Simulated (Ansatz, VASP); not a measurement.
# K in VASP and in Ansatz

The input INCAR:

```
PREC = Accurate
ENCUT = 600
EDIFF = 1E-7
ISMEAR = 0
SIGMA = 0.1
LREAL = False
LASPH = True
NELM = 80
ALGO = Normal
ISIF = 3
LWAVE = False
LCHARG = False
GGA = PE
IBRION = 2
NSW = 100
EDIFFG = -0.005
```

File KPOINTS:

```
Automatic mesh
0
Gamma
  10 10 10
```

POSCAR

```
K
1.0
    4.3104394900      0.0000000000      0.0000000000
    0.0000000000      4.3104394900      0.0000000000
    0.0000000000      0.0000000000      4.3104394900
K
1
Direct
    0.0000000000      0.0000000000      0.0000000000
```

Input for Ansatz:

```yaml
crystal:
  lattice:
    - [4.31043949, 0.0, 0.0]
    - [0.0, 4.31043949, 0.0]
    - [0.0, 0.0, 4.31043949]
  atoms:
    - { symbol: K, position: [0.0, 0.0, 0.0] }
basis:
  ecutwfc: 420
kpoints:
  mp_grid: { grid: [10, 10, 10] }
hamiltonian:
  xc: pbe
scf:
  occupations: { method: gaussian, width: 0.1 }
output:
  forces: true
  stress: true
  eigenvalues: true
relax:
  adjacent_minimum: "off"
  f_tol: 0.005
  max_steps: 80
  cell: { stress_tol: 0.05 }
```

Alike in both runs: task relaxation of cell and atoms; functional PBE; k mesh 10 × 10 × 10; occupations gaussian, width 0.1 eV; no spin polarisation.

|  | VASP | Ansatz |
| --- | --- | --- |
| version | VASP 6.6.1 | Ansatz 0.2.0 |
| potentials or method | VASP PAW PBE potentials, release 64 (K_sv), cutoff 600 eV | scalar-relativistic, plane waves, PAW |
| valence electrons in the cell | 9 | 9 |

```csv
,VASP,Ansatz,Ansatz less VASP
"gap on the k mesh at the Fermi level, each at its own relaxed structure (eV)",none,none,-
relaxed volume (Å³/atom),79.39,80.09,+0.695
relaxed length of the cell vector where the two differ most in proportion (Å),4.298,4.310,+0.0125
```

A gap of «none» marks a metal or a gap that the smearing closes.
